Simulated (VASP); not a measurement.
# K3Pd (Pm-3m) in VASP: notebook, part 3 of 3

VASP 6.6.1. Earlier steps stand in the parts before.

## (4) Single point, PBE

This run uses another cell than the first one, of 40.36 Å³/atom, 1.020 times its volume.

Input file INCAR:

```
SYSTEM = K3Pd
PREC = Accurate
ENCUT = 520
EDIFF = 1E-6
ISMEAR = -1
SIGMA = 0.05
LREAL = .FALSE.
LASPH = .TRUE.
NELM = 100
ALGO = Fast
ISIF = 2
LWAVE = .FALSE.
LCHARG = .FALSE.
GGA = PE
NBANDS = 26
```

Input file KPOINTS:

```
regular mesh
0
G
  5 5 5
  0 0 0
```

Input file POSCAR:

```
K3Pd
1.0
    5.4450130000      0.0000000000      0.0000000000
    0.0000000000      5.4450130000      0.0000000000
    0.0000000000      0.0000000000      5.4450130000
Pd K
1 3
Direct
    0.0000000000      0.0000000000      0.0000000000
    0.0000000000      0.5000000000      0.5000000000
    0.5000000000      0.0000000000      0.5000000000
    0.5000000000      0.5000000000      0.0000000000
```

Potentials or basis: VASP PAW PBE potentials, release 64 (Pd, K_sv).

On the command line:

```
cat potpaw_PBE.64/Pd/POTCAR potpaw_PBE.64/K_sv/POTCAR > POTCAR
mpirun -np 1 vasp_std > vasp.out
```

OUTCAR:

```text
SYSTEM = K3Pd
   PREC = Accurate
   ENCUT = 520
   EDIFF = 1E-6
   ISMEAR = -1
   LREAL = .FALSE.
   LASPH = .TRUE.
   NELM = 100
   ISIF = 2
   GGA = PE

 ion  position               nearest neighbor table
   1  0.000  0.000  0.000-
   2  0.000  0.500  0.500-
   3  0.500  0.000  0.500-
   4  0.500  0.500  0.000-

  LATTYP: Found a simple cubic cell.
 ALAT       =     5.4450130000

  Lattice vectors:

 A1 = (   5.4450130000,   0.0000000000,   0.0000000000)
 A2 = (   0.0000000000,   5.4450130000,   0.0000000000)
 A3 = (   0.0000000000,   0.0000000000,   5.4450130000)

Analysis of symmetry for initial positions (statically):
=====================================================================
 Subroutine PRICEL returns:
 Original cell was already a primitive cell.

 Routine SETGRP: Setting up the symmetry group for a
 simple cubic supercell.

 Subroutine GETGRP returns: Found 48 space group operations
 (whereof 48 operations were pure point group operations)
 out of a pool of 48 trial point group operations.

The static configuration has the point symmetry O_h .

Analysis of symmetry for dynamics (positions and initial velocities):
=====================================================================
 Subroutine PRICEL returns:
 Original cell was already a primitive cell.

 Routine SETGRP: Setting up the symmetry group for a
 simple cubic supercell.

 Subroutine GETGRP returns: Found 48 space group operations
 (whereof 48 operations were pure point group operations)
 out of a pool of 48 trial point group operations.

The dynamic configuration has the point symmetry O_h .

 Subroutine INISYM returns: Found 48 space group operations
 (whereof 48 operations are pure point group operations),
 and found     1 'primitive' translations

----------------------------------------------------------------------------------------

                                     Primitive cell

  volume of cell :     161.4347

  direct lattice vectors                    reciprocal lattice vectors
     5.445013000  0.000000000  0.000000000     0.183654291  0.000000000  0.000000000
     0.000000000  5.445013000  0.000000000     0.000000000  0.183654291  0.000000000
     0.000000000  0.000000000  5.445013000     0.000000000  0.000000000  0.183654291

  length of vectors
     5.445013000  5.445013000  5.445013000     0.183654291  0.183654291  0.183654291

  position of ions in fractional coordinates (direct lattice)
     0.000000000  0.000000000  0.000000000
     0.000000000  0.500000000  0.500000000
     0.500000000  0.000000000  0.500000000
     0.500000000  0.500000000  0.000000000

  ion indices of the primitive-cell ions
   primitive index   ion index
                 1           1
                 2           2
                 3           3
                 4           4

----------------------------------------------------------------------------------------

 KPOINTS: regular mesh

Automatic generation of k-mesh.
 Grid dimensions read from file:
 generate k-points for:    5    5    5

 Generating k-lattice:

  Cartesian coordinates                     Fractional coordinates (reciprocal lattice)
     0.036730858  0.000000000  0.000000000     0.200000000  0.000000000  0.000000000
     0.000000000  0.036730858  0.000000000     0.000000000  0.200000000  0.000000000
     0.000000000  0.000000000  0.036730858     0.000000000  0.000000000  0.200000000

  Length of vectors
     0.036730858  0.036730858  0.036730858

  Shift w.r.t. Gamma in fractional coordinates (k-lattice)
     0.000000000  0.000000000  0.000000000

 Subroutine IBZKPT returns following result:
 ===========================================

 Found     10 irreducible k-points:

 Following reciprocal coordinates:
            Coordinates               Weight
  0.000000  0.000000  0.000000      1.000000
  0.200000  0.000000  0.000000      6.000000
  0.400000  0.000000  0.000000      6.000000
  0.200000  0.200000  0.000000     12.000000
  0.400000  0.200000  0.000000     24.000000
  0.400000  0.400000  0.000000     12.000000
  0.200000  0.200000  0.200000      8.000000
  0.400000  0.200000  0.200000     24.000000
  0.400000  0.400000  0.200000     24.000000
  0.400000  0.400000  0.400000      8.000000
   k-points           NKPTS =     10   k-points in BZ     NKDIM =     10   number of bands    NBANDS=     26
   number of dos      NEDOS =    301   number of ions     NIONS =      4
   total plane-waves  NPLWV =  64000
   dimension x,y,z NGX =    40 NGY =   40 NGZ =   40
   dimension x,y,z NGXF=    80 NGYF=   80 NGZF=   80
   ions per type =               1   3
   NGX,Y,Z   is equivalent  to a cutoff of  12.21, 12.21, 12.21 a.u.
   NGXF,Y,Z  is equivalent  to a cutoff of  24.43, 24.43, 24.43 a.u.
 SYSTEM =  K3Pd
   PREC   = accura    normal or accurate (medium, high low for compatibility)
   ISTART =      0    job   : 0-new  1-cont  2-samecut
   ICHARG =      2    charge: 1-file 2-atom 10-const
   ISPIN  =      1    spin polarized calculation?
   LNONCOLLINEAR =      F non collinear calculations
   LSORBIT =      F    spin-orbit coupling
   LASPH  =      T    aspherical Exc in radial PAW
   ENCUT  =  520.0 eV  38.22 Ry    6.18 a.u.  10.12 10.12 10.12*2*pi/ulx,y,z
   NELM   =    100;   NELMIN=  2; NELMDL= -5     # of ELM steps
   EDIFF  = 0.1E-05   stopping-criterion for ELM
   LREAL  =      F    real-space projection
   EDIFFG = 0.1E-04   stopping-criterion for IOM
   NSW    =      0    number of steps for IOM
   IBRION =     -1    ionic relax: 0-MD 1-quasi-New 2-CG
   NFREE  =      0    steps in history (QN), initial steepest desc. (CG)
   ISIF   =      2    stress and relaxation
   ISYM   =      2    0-nonsym 1-usesym 2-fastsym
   POTIM  = 0.5000    time-step for ionic-motion
   TEBEG  =    0.0;   TEEND  =   0.0 temperature during run
   PSTRESS=    0.0 pullay stress
   NELECT =      37.0000    total number of electrons
   NUPDOWN=      -1.0000    fix difference up-down
   EMIN   =  10.00;   EMAX   =-10.00  energy-range for DOS
   EFERMI =   0.00;   METHOD = LEGACY
   ISMEAR =    -1;   SIGMA  =   0.05  broadening in eV -4-tet -1-fermi 0-gaus
   EFERMI_NEDOS =   21; number of points for ismear=-14 and -15
   IALGO  =     68    algorithm
   IMIX   =      4    mixing-type and parameters
     AMIX     =   0.40;   BMIX     =  1.00
     AMIX_MAG =   1.60;   BMIX_MAG =  1.00
  volume/ion in A,a.u.               =      40.36       272.35
  Fermi-wavevector in a.u.,A,eV,Ry     =   1.001866  1.893253 13.656662  1.003736
  Thomas-Fermi vector in A             =   2.134316
   LORBIT       =      0    0 simple, 1 ext, 2 COOP (PROOUT), +10 PAW based schemes
   GGA     = PE    functional components
   LHFCALC =     F    Hartree Fock is set to
   AEXX    =    0.0000 exact exchange contribution
   IVDW    =     0    specifies the selected vdW correction
   LEPSILON=     F    determine dielectric tensor
   LRPA    =     F    only Hartree local field effects (RPA)
 non-spin polarized calculation
 RMM-DIIS sequential band-by-band and
  energy-cutoff  :      520.00
  volume of cell :      161.43
 maximum number of plane-waves:      4385
   NGX = 21   NGY = 21   NGZ = 21

 number of electron      37.0000014 magnetization

 Free energy of the ion-electron system (eV)
  ---------------------------------------------------
  ext. energy  EPLUGINS =         0.00000000
  ---------------------------------------------------
  free energy    TOTEN  =        -7.56288510 eV

  energy without entropy =       -7.54732739  energy(sigma->0) =       -7.55510624

 E-fermi :   1.3065     XC(G=0):  -7.3615

 val. band max:        1.0528652872   @ k =   0.4000   0.2000   0.2000
 cond. band min:       1.3065176201   @ k =   0.4000   0.4000   0.0000
 fundamental gap:      0.2536523329
 Fermi energy:         1.3064630192

 k-point     1 :       0.0000    0.0000    0.0000
  band No.  band energies     occupation
      1     -30.5170      2.00000
      2     -30.4652      2.00000
      3     -30.4652      2.00000
      4     -14.1791      2.00000
      5     -14.1791      2.00000
      6     -14.1791      2.00000
[... 18 lines left out ...]
     25       4.6338      0.00000
     26       4.6338      0.00000
[... 238 lines left out ...]
      4     -14.3310      2.00000
      5     -14.0593      2.00000
      6     -14.0560      2.00000
[... 18 lines left out ...]
     25       3.8734      0.00000
     26       6.1286      0.00000

------------------------ aborting loop because EDIFF is reached ----------------------------------------

  FORCE on cell =-STRESS in cart. coord.  units (eV):
  Direction    XX          YY          ZZ          XY          YZ          ZX
  --------------------------------------------------------------------------------------
  -------------------------------------------------------------------------------------
  Total       -0.0296245     -0.0296245     -0.0296245     -0.0000000     -0.0000000      0.0000000
  in kB       -0.2940114     -0.2940114     -0.2940114     -0.0000000     -0.0000000      0.0000000
  external PRESSURE =      -0.2940114 kB  Pullay stress =       0.0000000 kB

 VOLUME and BASIS-vectors are now :
 -----------------------------------------------------------------------------
  energy-cutoff  :      520.00
  volume of cell :      161.43
      direct lattice vectors                 reciprocal lattice vectors
     5.445013000  0.000000000  0.000000000     0.183654291  0.000000000  0.000000000
     0.000000000  5.445013000  0.000000000     0.000000000  0.183654291  0.000000000
     0.000000000  0.000000000  5.445013000     0.000000000  0.000000000  0.183654291

 POSITION                                       TOTAL-FORCE (eV/Angst)
 -----------------------------------------------------------------------------------
      0.00000      0.00000      0.00000         0.000000      0.000000      0.000000
      0.00000      2.72251      2.72251         0.000000      0.000000      0.000000
      2.72251      0.00000      2.72251         0.000000      0.000000      0.000000
      2.72251      2.72251      0.00000         0.000000      0.000000      0.000000
 -----------------------------------------------------------------------------------
    total drift:                                0.000000      0.000000     -0.000000

  FREE ENERGIE OF THE ION-ELECTRON SYSTEM (eV)
  ---------------------------------------------------
  free  energy   TOTEN  =        -7.5628850959 eV

  energy  without entropy=       -7.5473273909  energy(sigma->0) =       -7.55510624
```

Wall time 35 s (1 thread of Intel Xeon Platinum 8488C (Sapphire Rapids), shared host); peak memory 0.24 GiB.

What came out:

* Free energy: -7.5629 eV
* Pressure: 0.0 GPa

Levels at points of the mesh, in eV from the Fermi level:
| k point | band 16 | band 17 | band 18 | band 19 | band 20 | band 21 |
| --- | --- | --- | --- | --- | --- | --- |
| (0.00, 0.00, 0.00) | -1.17 | -1.17 | -1.17 | 0.18 | 2.71 | 2.71 |
